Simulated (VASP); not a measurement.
# SiO2 (Cristobalite) (P4_12_12) in VASP: a series of runs

Runs on SiO2 (Cristobalite). Level: r2SCAN. Tasks: single point.

Everything below comes from runs of VASP 6.6.1. Logs are shortened: lines on timing, memory, paths and dates and some standing lists are left out, and cuts for length are marked.

**1. The cell of the first run**

It takes space group P4_12_12 (No. 92, tetragonal). The conventional cell has a = 4.883 Å, b = 4.883 Å, c = 6.786 Å, α = 90.00°, β = 90.00°, γ = 90.00°. Si (site symmetry 2) has 4 O at 1.61 Å within 2.1 Å. Within 2.1 Å of O (site symmetry 1) lie 2 Si at 1.61 Å.

**2. Single point, r2SCAN**

Contents of POSCAR:

```
SiO2
1.0
    4.8833065000      0.0000000000      0.0000000000
    0.0000000000      4.8833065000      0.0000000000
    0.0000000000      0.0000000000      6.7858336700
Si O
4 8
Direct
    0.3116030394      0.3116030394      0.0000000000
    0.1883969606      0.8116030394      0.2500000000
    0.6883969606      0.6883969606      0.5000000000
    0.8116030394      0.1883969606      0.7500000000
    0.2344520784      0.1275557590      0.1896144100
    0.3724442410      0.7344520784      0.4396144100
    0.7655479216      0.8724442410      0.6896144100
    0.6275557590      0.2655479216      0.9396144100
    0.7344520784      0.3724442410      0.5603855900
    0.8724442410      0.7655479216      0.3103855900
    0.2655479216      0.6275557590      0.0603855900
    0.1275557590      0.2344520784      0.8103855900
```

Contents of INCAR.step1:

```
  PREC = Accurate
  ENCUT = 520
  ISMEAR = -1
  SIGMA = 0.02
  LREAL = F
  LASPH = T
  NELM = 80
  NBANDS = 44
  GGA = PE
  ALGO = Normal
  EDIFF = 1E-4
  LWAVE = T
  LCHARG = F
```

Contents of INCAR.step2:

```
  PREC = Accurate
  ENCUT = 520
  EDIFF = 1E-6
  ISMEAR = -1
  SIGMA = 0.02
  LREAL = F
  LASPH = T
  NELM = 80
  ALGO = Normal
  ISIF = 2
  LWAVE = F
  LCHARG = F
  METAGGA = R2SCAN
  LMIXTAU = T
  NBANDS = 44
  ISTART = 1
```

Contents of KPOINTS:

```
regular mesh
0
Gamma
  6 6 4
```

Potentials or basis: VASP PAW PBE potentials, release 64 (Si, O).

On the command line:

```
$ cat potpaw_PBE.64/Si/POTCAR potpaw_PBE.64/O/POTCAR > POTCAR
$ cp INCAR.step1 INCAR
$ mpirun -np 1 vasp_std > vasp.out
$ cp INCAR.step2 INCAR
$ mpirun -np 1 vasp_std > vasp.out
```

OUTCAR:

```text
PREC = Accurate
   ENCUT = 520
   EDIFF = 1E-6
   ISMEAR = -1
   LREAL = F
   LASPH = T
   NELM = 80
   ISIF = 2
   METAGGA = R2SCAN
   ISTART = 1

 ion  position               nearest neighbor table
   1  0.312  0.312  0.000-   8 1.61  11 1.61   5 1.61  12 1.61   2 3.03   4 3.03   2 3.03   4 3.03

   2  0.188  0.812  0.250-   5 1.61  10 1.61   6 1.61  11 1.61   1 3.03   3 3.03   1 3.03   3 3.03

   3  0.688  0.688  0.500-   6 1.61   9 1.61   7 1.61  10 1.61   2 3.03   4 3.03   4 3.03   2 3.03

   4  0.812  0.188  0.750-   7 1.61  12 1.61   9 1.61   8 1.61   1 3.03   3 3.03   3 3.03   1 3.03

   5  0.234  0.128  0.190-   2 1.61   1 1.61
   6  0.372  0.734  0.440-   3 1.61   2 1.61
   7  0.766  0.872  0.690-   4 1.61   3 1.61
   8  0.628  0.266  0.940-   1 1.61   4 1.61
   9  0.734  0.372  0.560-   3 1.61   4 1.61
  10  0.872  0.766  0.310-   2 1.61   3 1.61
  11  0.266  0.628  0.060-   1 1.61   2 1.61
  12  0.128  0.234  0.810-   4 1.61   1 1.61

  LATTYP: Found a simple tetragonal cell.
 ALAT       =     4.8833065000
 C/A-ratio  =     1.3895981483

  Lattice vectors:

 A1 = (   4.8833065000,   0.0000000000,   0.0000000000)
 A2 = (   0.0000000000,   4.8833065000,   0.0000000000)
 A3 = (   0.0000000000,   0.0000000000,   6.7858336700)

Analysis of symmetry for initial positions (statically):
=====================================================================
 Subroutine PRICEL returns:
 Original cell was already a primitive cell.

 Routine SETGRP: Setting up the symmetry group for a
 simple tetragonal supercell.

 Subroutine GETGRP returns: Found  8 space group operations
 (whereof  2 operations were pure point group operations)
 out of a pool of 16 trial point group operations.

The static configuration has the point symmetry C_2 .
 The point group associated with its full space group is D_4 .

Analysis of symmetry for dynamics (positions and initial velocities):
=====================================================================
 Subroutine PRICEL returns:
 Original cell was already a primitive cell.

 Routine SETGRP: Setting up the symmetry group for a
 simple tetragonal supercell.

 Subroutine GETGRP returns: Found  8 space group operations
 (whereof  2 operations were pure point group operations)
[... 124 lines left out ...]
   LREAL  =      F    real-space projection
   EDIFFG = 0.1E-04   stopping-criterion for IOM
   NSW    =      0    number of steps for IOM
   IBRION =     -1    ionic relax: 0-MD 1-quasi-New 2-CG
   NFREE  =      0    steps in history (QN), initial steepest desc. (CG)
   ISIF   =      2    stress and relaxation
   ISYM   =      2    0-nonsym 1-usesym 2-fastsym
   POTIM  = 0.5000    time-step for ionic-motion
   TEBEG  =    0.0;   TEEND  =   0.0 temperature during run
   PSTRESS=    0.0 pullay stress
   NELECT =      64.0000    total number of electrons
   NUPDOWN=      -1.0000    fix difference up-down
   EMIN   =  10.00;   EMAX   =-10.00  energy-range for DOS
   EFERMI =   0.00;   METHOD = LEGACY
   ISMEAR =    -1;   SIGMA  =   0.02  broadening in eV -4-tet -1-fermi 0-gaus
   EFERMI_NEDOS =   21; number of points for ismear=-14 and -15
   IALGO  =     38    algorithm
   IMIX   =      4    mixing-type and parameters
     AMIX     =   0.40;   BMIX     =  1.00
     AMIX_MAG =   1.60;   BMIX_MAG =  1.00
  volume/ion in A,a.u.               =      13.48        91.00
  Fermi-wavevector in a.u.,A,eV,Ry     =   1.201686  2.270858 19.647491  1.444050
  Thomas-Fermi vector in A             =   2.337488
   LORBIT       =      0    0 simple, 1 ext, 2 COOP (PROOUT), +10 PAW based schemes
   METAGGA = R2SCAN    functional components
   LHFCALC =     F    Hartree Fock is set to
   AEXX    =    0.0000 exact exchange contribution
   IVDW    =     0    specifies the selected vdW correction
   LEPSILON=     F    determine dielectric tensor
   LRPA    =     F    only Hartree local field effects (RPA)
 non-spin polarized calculation
  energy-cutoff  :      520.00
  volume of cell :      161.82
 maximum number of plane-waves:      4394
   NGX = 19   NGY = 19   NGZ = 25

 number of electron      63.9999953 magnetization

 Free energy of the ion-electron system (eV)
  ---------------------------------------------------
  ext. energy  EPLUGINS =         0.00000000
  ---------------------------------------------------
  free energy    TOTEN  =      -119.11615458 eV

  energy without entropy =     -119.11615458  energy(sigma->0) =     -119.11615458

 E-fermi :   0.5101     XC(G=0):  -9.2504

 val. band max:        0.0940264263   @ k =   0.0000   0.0000   0.0000
 cond. band min:       6.5710976336   @ k =   0.0000   0.0000   0.0000
 fundamental gap:      6.4770712073
 Fermi energy:         0.5101011075

 k-point     1 :       0.0000    0.0000    0.0000
  band No.  band energies     occupation
      1     -20.3928      2.00000
      2     -19.4655      2.00000
      3     -19.4655      2.00000
      4     -18.3337      2.00000
      5     -18.2404      2.00000
      6     -18.2382      2.00000
[... 1117 lines left out ...]
     43      12.5669      0.00000
     44      12.5671      0.00000

 [... further k-points ...]
[... 5 lines left out ...]
  --------------------------------------------------------------------------------------
  -------------------------------------------------------------------------------------
  Total        1.4458665      1.4458665      0.8417426      0.0000000      0.0000000      0.0000000
  in kB       14.3155353     14.3155353      8.3340999      0.0000000      0.0000000      0.0000000
  external PRESSURE =      12.3217235 kB  Pullay stress =       0.0000000 kB

 VOLUME and BASIS-vectors are now :
 -----------------------------------------------------------------------------
  energy-cutoff  :      520.00
  volume of cell :      161.82
      direct lattice vectors                 reciprocal lattice vectors
     4.883306500  0.000000000  0.000000000     0.204779282  0.000000000  0.000000000
     0.000000000  4.883306500  0.000000000     0.000000000  0.204779282  0.000000000
     0.000000000  0.000000000  6.785833670     0.000000000  0.000000000  0.147365828

 POSITION                                       TOTAL-FORCE (eV/Angst)
 -----------------------------------------------------------------------------------
      1.52165      1.52165      0.00000         0.022756      0.022756     -0.000000
      0.92000      3.96331      1.69646        -0.022756      0.022756     -0.000000
      3.36165      3.36165      3.39292        -0.022756     -0.022756     -0.000000
      3.96331      0.92000      5.08938         0.022756     -0.022756     -0.000000
      1.14490      0.62289      1.28669         0.000294      0.001713     -0.002635
      1.81876      3.58655      2.98315        -0.001713      0.000294     -0.002635
      3.73841      4.26041      4.67961        -0.000294     -0.001713     -0.002635
      3.06455      1.29675      6.37607         0.001713     -0.000294     -0.002635
      3.58655      1.81876      3.80268         0.000294     -0.001713      0.002635
      4.26041      3.73841      2.10622        -0.001713     -0.000294      0.002635
      1.29675      3.06455      0.40977        -0.000294      0.001713      0.002635
      0.62289      1.14490      5.49914         0.001713      0.000294      0.002635
 -----------------------------------------------------------------------------------
    total drift:                               -0.000000      0.000000     -0.000000

  FREE ENERGIE OF THE ION-ELECTRON SYSTEM (eV)
  ---------------------------------------------------
  free  energy   TOTEN  =      -119.1161545793 eV

  energy  without entropy=     -119.1161545793  energy(sigma->0) =     -119.11615458
```

OUTCAR.step1:

```text
PREC = Accurate
   ENCUT = 520
   ISMEAR = -1
   LREAL = F
   LASPH = T
[... 1393 lines left out ...]
      3.58655      1.81876      3.80268        -0.040806     -0.163056     -0.250541
      4.26041      3.73841      2.10622        -0.163056      0.040806     -0.250541
      1.29675      3.06455      0.40977         0.040806      0.163056     -0.250541
      0.62289      1.14490      5.49914         0.163056     -0.040806     -0.250541
 -----------------------------------------------------------------------------------
    total drift:                               -0.000000      0.000000     -0.000000

  FREE ENERGIE OF THE ION-ELECTRON SYSTEM (eV)
  ---------------------------------------------------
  free  energy   TOTEN  =       -94.7241534917 eV

  energy  without entropy=      -94.7241534917  energy(sigma->0) =      -94.72415349
```

Run time: 21 min. Hardware: 1 thread of Oxide Virtual Turin-like, shared host; peak memory 0.31 GiB.

What came out:

* Free energy: -119.1162 eV
* Pressure: 1.2 GPa
* Largest force: 0.032 eV/Å
* Band gap on the k mesh: 6.48 eV, direct

Forces on the atoms (eV/Å):
```
Si   0.023  0.023  0.000
Si  -0.023  0.023  0.000
Si  -0.023 -0.023  0.000
Si   0.023 -0.023  0.000
O    0.000  0.002 -0.003
O   -0.002  0.000 -0.003
O    0.000 -0.002 -0.003
O    0.002  0.000 -0.003
O    0.000 -0.002  0.003
O   -0.002  0.000  0.003
O    0.000  0.002  0.003
O    0.002  0.000  0.003
```

Caveat: the PAW data sets were made with another functional, which shifts forces and pressure a little. r2SCAN opens gaps a little over a GGA but as a rule still falls short of measured ones.

[end of part 1 of 2]
